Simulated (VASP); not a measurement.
A run of VASP 6.6.1:

POSCAR

```
Sb
1.0
    2.4750484877      0.0000000000      0.0000000000
   -1.2375242438      2.1434548659      0.0000000000
    0.0000000000      0.0000000000      3.9396567784
Sb
2
Direct
    0.3333333333      0.6666666667      0.2500000000
    0.6666666667      0.3333333333      0.7500000000
```

INCAR.step1

```
SYSTEM = Sb
  PREC = Accurate
  ENCUT = 520
  EDIFF = 1E-7
  ISMEAR = -1
  SIGMA = 0.1
  LREAL = .FALSE.
  LASPH = .TRUE.
  NELM = 100
  ALGO = Normal
  ISIF = 2
  LWAVE = .FALSE.
  LCHARG = .TRUE.
  GGA = PS
  NBANDS = 12
```

KPOINTS.step1

```
regular mesh
0
G
  13 13 7
  0 0 0
```

INCAR.step2

```
SYSTEM = Sb
  PREC = Accurate
  ENCUT = 520
  EDIFF = 1E-7
  ISMEAR = -5
  SIGMA = 0.1
  LREAL = .FALSE.
  LASPH = .TRUE.
  NELM = 100
  ALGO = Normal
  ISIF = 2
  LWAVE = .FALSE.
  LCHARG = .FALSE.
  GGA = PS
  LORBIT = 10
  NEDOS = 2001
  ICHARG = 11
```

Contents of KPOINTS.step2:

```
regular mesh
0
G
  20 20 11
  0 0 0
```

Potentials or basis: VASP PAW PBE potentials, release 64 (Sb).

Launch:

```bash
$ cat potpaw_PBE.64/Sb/POTCAR > POTCAR
$ cp INCAR.step1 INCAR
$ cp KPOINTS.step1 KPOINTS
$ mpirun -np 1 vasp_std > vasp.out
$ cp INCAR.step2 INCAR
$ cp KPOINTS.step2 KPOINTS
$ mpirun -np 1 vasp_std > vasp.out
```

Hardware: 1 thread of Intel Xeon 6975P-C (shared host).

Q: How long does it take, and how much memory?

A: Run time: 82 s on 1 thread of Intel Xeon 6975P-C, on a shared host, peak memory 0.16 GiB. Counts: k points 264.
